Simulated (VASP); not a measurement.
# HfC (Fm-3m) in VASP: further runs, part 2 of 2

VASP 6.6.1. The steps go on from the part before.

### 4 Single point, PBE

Contents of INCAR:

```
SYSTEM = HfC
ALGO = Normal ; EDIFF = 1E-6
ENCUT = 520 ; GGA = PE
ISIF = 2 ; ISMEAR = 1
LASPH = .TRUE. ; LCHARG = .TRUE.
LELF = .TRUE. ; LREAL = .FALSE.
LVHAR = .TRUE. ; LWAVE = .FALSE.
NBANDS = 14 ; NELM = 60
PREC = Accurate ; SIGMA = 0.1
```

Contents of KPOINTS:

```
k-points
0
G
  5 5 5
  0 0 0
```

Contents of POSCAR:

```
HfC
1.0
    0.0000000000      2.3250000000      2.3250000000
    2.3250000000      0.0000000000      2.3250000000
    2.3250000000      2.3250000000      0.0000000000
Hf C
1 1
Direct
    0.5000000000      0.5000000000      0.5000000000
    0.0000000000      0.0000000000      0.0000000000
```

Potentials or basis: VASP PAW PBE potentials, release 64 (Hf_pv, C).

The run is started by

```console
> cat potpaw_PBE.64/Hf_pv/POTCAR potpaw_PBE.64/C/POTCAR > POTCAR
> mpirun -np 1 vasp_std > vasp.out
```

OUTCAR:

```text
SYSTEM = HfC
   EDIFF = 1E-6
   ENCUT = 520
   GGA = PE
   ISIF = 2
   ISMEAR = 1
   LASPH = .TRUE.
   LREAL = .FALSE.
   NELM = 60
   PREC = Accurate

 ion  position               nearest neighbor table
   1  0.500  0.500  0.500-   2 2.33   2 2.33   2 2.33   2 2.33   2 2.33   2 2.33
   2  0.000  0.000  0.000-   1 2.33   1 2.33   1 2.33   1 2.33   1 2.33   1 2.33

  LATTYP: Found a face centered cubic cell.
 ALAT       =     4.6500000000

  Lattice vectors:

 A1 = (   0.0000000000,   2.3250000000,   2.3250000000)
 A2 = (   2.3250000000,   0.0000000000,   2.3250000000)
 A3 = (   2.3250000000,   2.3250000000,   0.0000000000)

Analysis of symmetry for initial positions (statically):
=====================================================================
 Subroutine PRICEL returns:
 Original cell was already a primitive cell.

 Routine SETGRP: Setting up the symmetry group for a
 face centered cubic supercell.

 Subroutine GETGRP returns: Found 48 space group operations
 (whereof 48 operations were pure point group operations)
 out of a pool of 48 trial point group operations.

The static configuration has the point symmetry O_h .

Analysis of symmetry for dynamics (positions and initial velocities):
=====================================================================
 Subroutine PRICEL returns:
 Original cell was already a primitive cell.

 Routine SETGRP: Setting up the symmetry group for a
 face centered cubic supercell.

 Subroutine GETGRP returns: Found 48 space group operations
 (whereof 48 operations were pure point group operations)
 out of a pool of 48 trial point group operations.

The dynamic configuration has the point symmetry O_h .

 Subroutine INISYM returns: Found 48 space group operations
 (whereof 48 operations are pure point group operations),
 and found     1 'primitive' translations

----------------------------------------------------------------------------------------

                                     Primitive cell

  volume of cell :      25.1362

  direct lattice vectors                    reciprocal lattice vectors
     0.000000000  2.325000000  2.325000000    -0.215053763  0.215053763  0.215053763
     2.325000000  0.000000000  2.325000000     0.215053763 -0.215053763  0.215053763
     2.325000000  2.325000000  0.000000000     0.215053763  0.215053763 -0.215053763

  length of vectors
     3.288046533  3.288046533  3.288046533     0.372484045  0.372484045  0.372484045

  position of ions in fractional coordinates (direct lattice)
     0.500000000  0.500000000  0.500000000
     0.000000000  0.000000000  0.000000000

  ion indices of the primitive-cell ions
   primitive index   ion index
                 1           1
                 2           2

----------------------------------------------------------------------------------------

 KPOINTS: k-points

Automatic generation of k-mesh.
 Grid dimensions read from file:
 generate k-points for:    5    5    5

 Generating k-lattice:

  Cartesian coordinates                     Fractional coordinates (reciprocal lattice)
[... 23 lines left out ...]
 -0.200000  0.200000  0.000000     12.000000
  0.400000  0.400000  0.000000      6.000000
 -0.400000  0.400000  0.000000     12.000000
 -0.400000  0.400000  0.200000     24.000000
   k-points           NKPTS =     10   k-points in BZ     NKDIM =     10   number of bands    NBANDS=     14
   number of dos      NEDOS =    301   number of ions     NIONS =      2
   total plane-waves  NPLWV =  13824
   dimension x,y,z NGX =    24 NGY =   24 NGZ =   24
   dimension x,y,z NGXF=    48 NGYF=   48 NGZF=   48
   ions per type =               1   1
   NGX,Y,Z   is equivalent  to a cutoff of  12.13, 12.13, 12.13 a.u.
   NGXF,Y,Z  is equivalent  to a cutoff of  24.27, 24.27, 24.27 a.u.
 SYSTEM =  HfC
   PREC   = accura    normal or accurate (medium, high low for compatibility)
   ISTART =      0    job   : 0-new  1-cont  2-samecut
   ICHARG =      2    charge: 1-file 2-atom 10-const
   ISPIN  =      1    spin polarized calculation?
   LNONCOLLINEAR =      F non collinear calculations
   LSORBIT =      F    spin-orbit coupling
   LASPH  =      T    aspherical Exc in radial PAW
   ENCUT  =  520.0 eV  38.22 Ry    6.18 a.u.   6.11  6.11  6.11*2*pi/ulx,y,z
   NELM   =     60;   NELMIN=  2; NELMDL= -5     # of ELM steps
   EDIFF  = 0.1E-05   stopping-criterion for ELM
   LREAL  =      F    real-space projection
   EDIFFG = 0.1E-04   stopping-criterion for IOM
   NSW    =      0    number of steps for IOM
   IBRION =     -1    ionic relax: 0-MD 1-quasi-New 2-CG
   NFREE  =      0    steps in history (QN), initial steepest desc. (CG)
   ISIF   =      2    stress and relaxation
   ISYM   =      2    0-nonsym 1-usesym 2-fastsym
   POTIM  = 0.5000    time-step for ionic-motion
   TEBEG  =    0.0;   TEEND  =   0.0 temperature during run
   PSTRESS=    0.0 pullay stress
   NELECT =      14.0000    total number of electrons
   NUPDOWN=      -1.0000    fix difference up-down
   EMIN   =  10.00;   EMAX   =-10.00  energy-range for DOS
   EFERMI =   0.00;   METHOD = LEGACY
   ISMEAR =     1;   SIGMA  =   0.10  broadening in eV -4-tet -1-fermi 0-gaus
   EFERMI_NEDOS =   21; number of points for ismear=-14 and -15
   IALGO  =     38    algorithm
   IMIX   =      4    mixing-type and parameters
     AMIX     =   0.40;   BMIX     =  1.00
     AMIX_MAG =   1.60;   BMIX_MAG =  1.00
  volume/ion in A,a.u.               =      12.57        84.81
  Fermi-wavevector in a.u.,A,eV,Ry     =   1.346949  2.545365 24.684672  1.814272
  Thomas-Fermi vector in A             =   2.474740
   LORBIT       =      0    0 simple, 1 ext, 2 COOP (PROOUT), +10 PAW based schemes
   GGA     = PE    functional components
   LHFCALC =     F    Hartree Fock is set to
   AEXX    =    0.0000 exact exchange contribution
   IVDW    =     0    specifies the selected vdW correction
   LEPSILON=     F    determine dielectric tensor
   LRPA    =     F    only Hartree local field effects (RPA)
 non-spin polarized calculation
 Methfessel and Paxton  Order N= 1 SIGMA  =   0.10
  energy-cutoff  :      520.00
  volume of cell :       25.14
 maximum number of plane-waves:       687
   NGX = 13   NGY = 13   NGZ = 13

 number of electron      14.0000000 magnetization

 Free energy of the ion-electron system (eV)
  ---------------------------------------------------
  ext. energy  EPLUGINS =         0.00000000
  ---------------------------------------------------
  free energy    TOTEN  =       -20.99700670 eV

  energy without entropy =      -20.99638739  energy(sigma->0) =      -20.99680026

 E-fermi :   5.7990     XC(G=0): -12.2812

 val. band max:        5.7681906071   @ k =   0.4000   0.4000   0.0000
 cond. band min:       5.9226712801   @ k =   0.2000   0.2000   0.0000
 fundamental gap:      0.1544806730
 Fermi energy:         5.7990039178

 k-point     1 :       0.0000    0.0000    0.0000
  band No.  band energies     occupation
      1     -23.6382      2.00000
      2     -23.6382      2.00000
      3     -23.6382      2.00000
      4      -6.3292      2.00000
      5       6.9982     -0.00000
      6       6.9982     -0.00000
      7       6.9982     -0.00000
      8       7.3360     -0.00000
      9       7.3360     -0.00000
     10       7.3360     -0.00000
     11       9.3370      0.00000
     12       9.3370      0.00000
     13      12.8090      0.00000
     14      16.9517      0.00000
[... 139 lines left out ...]
      1     -24.1258      2.00000
      2     -23.9696      2.00000
      3     -23.8254      2.00000
      4      -3.6364      2.00000
      5       2.1390      2.00000
      6       3.3872      2.00000
      7       3.7052      2.00000
      8       8.6575      0.00000
      9      10.7273      0.00000
     10      12.4631      0.00000
     11      12.9496      0.00000
     12      15.2723      0.00000
     13      17.9781      0.00000
     14      19.0908      0.00000

------------------------ aborting loop because EDIFF is reached ----------------------------------------

  FORCE on cell =-STRESS in cart. coord.  units (eV):
  Direction    XX          YY          ZZ          XY          YZ          ZX
  --------------------------------------------------------------------------------------
  -------------------------------------------------------------------------------------
  Total        0.0516075      0.0516075      0.0516075     -0.0000000     -0.0000000     -0.0000000
  in kB        3.2894581      3.2894581      3.2894581     -0.0000000     -0.0000000     -0.0000000
  external PRESSURE =       3.2894581 kB  Pullay stress =       0.0000000 kB

 VOLUME and BASIS-vectors are now :
 -----------------------------------------------------------------------------
  energy-cutoff  :      520.00
  volume of cell :       25.14
      direct lattice vectors                 reciprocal lattice vectors
     0.000000000  2.325000000  2.325000000    -0.215053763  0.215053763  0.215053763
     2.325000000  0.000000000  2.325000000     0.215053763 -0.215053763  0.215053763
     2.325000000  2.325000000  0.000000000     0.215053763  0.215053763 -0.215053763

 POSITION                                       TOTAL-FORCE (eV/Angst)
 -----------------------------------------------------------------------------------
      2.32500      2.32500      2.32500         0.000000      0.000000      0.000000
      0.00000      0.00000      0.00000        -0.000000      0.000000     -0.000000
 -----------------------------------------------------------------------------------
    total drift:                                0.000000     -0.000000      0.000000

  FREE ENERGIE OF THE ION-ELECTRON SYSTEM (eV)
  ---------------------------------------------------
  free  energy   TOTEN  =       -20.9970066971 eV

  energy  without entropy=      -20.9963873937  energy(sigma->0) =      -20.99680026
```

OSZICAR:

```text
N       E                     dE             d eps       ncg     rms          rms(c)
DAV:   1     0.258323261134E+02    0.25832E+02   -0.80192E+03   280   0.997E+02
DAV:   2    -0.224074703635E+02   -0.48240E+02   -0.45373E+02   360   0.203E+02
DAV:   3    -0.241912322358E+02   -0.17838E+01   -0.17765E+01   340   0.284E+01
DAV:   4    -0.241993861517E+02   -0.81539E-02   -0.81536E-02   310   0.241E+00
DAV:   5    -0.241994329982E+02   -0.46846E-04   -0.46847E-04   340   0.167E-01    0.570E+01
DAV:   6    -0.210769235779E+02    0.31225E+01   -0.12506E+01   286   0.184E+01    0.403E+01
DAV:   7    -0.210246775105E+02    0.52246E-01   -0.55936E-01   328   0.527E+00    0.261E+01
DAV:   8    -0.210031065784E+02    0.21571E-01   -0.93548E-02   340   0.269E+00    0.837E+00
DAV:   9    -0.209970022486E+02    0.61043E-02   -0.12333E-02   310   0.968E-01    0.279E+00
DAV:  10    -0.209970335955E+02   -0.31347E-04   -0.94046E-04   376   0.237E-01    0.178E-01
DAV:  11    -0.209970068462E+02    0.26749E-04   -0.45297E-05   298   0.460E-02    0.688E-02
DAV:  12    -0.209970063984E+02    0.44778E-06   -0.13517E-05   364   0.265E-02    0.767E-02
DAV:  13    -0.209970066971E+02   -0.29869E-06   -0.17031E-06   218   0.817E-03
   1 F= -.20997007E+02 E0= -.20996800E+02  d E =-.619303E-03
```

stdout:

```text
POSCAR found type information on POSCAR HfC
 POSCAR found :  2 types and       2 ions
 scaLAPACK will be used
 LDA part: xc-table for (Slater+PW92), standard interpolation
 POSCAR, INCAR and KPOINTS ok, starting setup
 FFT: planning ... GRIDC
 FFT: planning ... GRID_SOFT
 FFT: planning ... GRID
 WAVECAR not read
 entering main loop
```

It took 4 s on 1 thread of Intel Xeon 6975P-C, shared host; peak memory 0.14 GiB.

What came out:

* Free energy: -20.9970 eV
* Pressure: 0.3 GPa
* Band gap on the k mesh: zero (band 7 reaches 7.00 eV, above the bottom of band 8 at 5.77 eV)

Caveat: the k points lie up to 0.47 Å⁻¹ apart; spin-orbit coupling is left out, which moves the levels of the heavy elements.

### 5 The runs side by side

| k mesh | gap on the mesh (eV) | pressure (GPa) |
| --- | --- | --- |
| 3 × 3 × 3 | none | -0.5 |
| 4 × 4 × 4 | none | -1.8 |
| 5 × 5 × 5 | none | 0.3 |

Alike in all rows: task single point; level PBE; potentials or basis VASP PAW PBE potentials, release 64 (Hf_pv, C); no spin polarisation; cell as given; cutoff (eV) 520; smearing methfessel-paxton 0.1 eV.

Caveats: all runs use coarse meshes; spin-orbit coupling is left out, which moves the levels of the heavy elements.

Absolute energies hang on the potentials; compare differences alone.
